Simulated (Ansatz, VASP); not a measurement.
## One calculation of LiF, two programs

Contents of INCAR:

```
SYSTEM = LiF
PREC = Accurate
ENCUT = 520
EDIFF = 1E-6
ISMEAR = 0
SIGMA = 0.02
LREAL = .False.
LASPH = .True.
NELM = 60
ALGO = Normal
ISIF = 2
LWAVE = .False.
LCHARG = .False.
GGA = PE
NBANDS = 12
```

KPOINTS

```
Automatic mesh
0
Gamma
  10 10 10
  0 0 0
```

The input POSCAR:

```
LiF
1.0
    0.0000000000      2.0539793642      2.0539793642
    2.0539793642      0.0000000000      2.0539793642
    2.0539793642      2.0539793642      0.0000000000
Li F
1 1
Direct
    0.5000000000      0.5000000000      0.5000000000
    0.0000000000      0.0000000000      0.0000000000
```

Input for Ansatz:

```yaml
crystal:
  lattice:
    - [0.0, 2.0539793642, 2.0539793642]
    - [2.0539793642, 0.0, 2.0539793642]
    - [2.0539793642, 2.0539793642, 0.0]
  atoms:
    - { symbol: Li, position: [0.5, 0.5, 0.5] }
    - { symbol: F, position: [0.0, 0.0, 0.0] }
basis:
  ecutwfc: 420
kpoints:
  mp_grid: { grid: [10, 10, 10] }
hamiltonian:
  xc: pbe
scf:
  occupations: { method: gaussian, width: 0.02 }
output:
  forces: true
  stress: true
  eigenvalues: true
  write_density: true
  write_potential: true
  elf: true
  volumetric_format: npy
```

Alike in both runs: task single point; functional PBE; k mesh 10 × 10 × 10; occupations gaussian, width 0.02 eV; no spin polarisation.

|  | VASP | Ansatz |
| --- | --- | --- |
| version | VASP 6.6.1 | Ansatz 0.2.0 |
| potentials or method | VASP PAW PBE potentials, release 64 (Li_sv, F), cutoff 520 eV | scalar-relativistic, plane waves, PAW |
| valence electrons in the cell | 10 | 10 |

```tsv
	VASP	Ansatz	Ansatz less VASP
gap on the k mesh at the Fermi level (eV)	8.58	8.58	+0.001
least direct gap on the mesh (eV)	8.58	8.58	+0.001
```

With one functional, cell and mesh, what is left measures potentials, basis and numerics.

Noted on VASP's run: the cutoff is short for stress, so the pressure is rough.
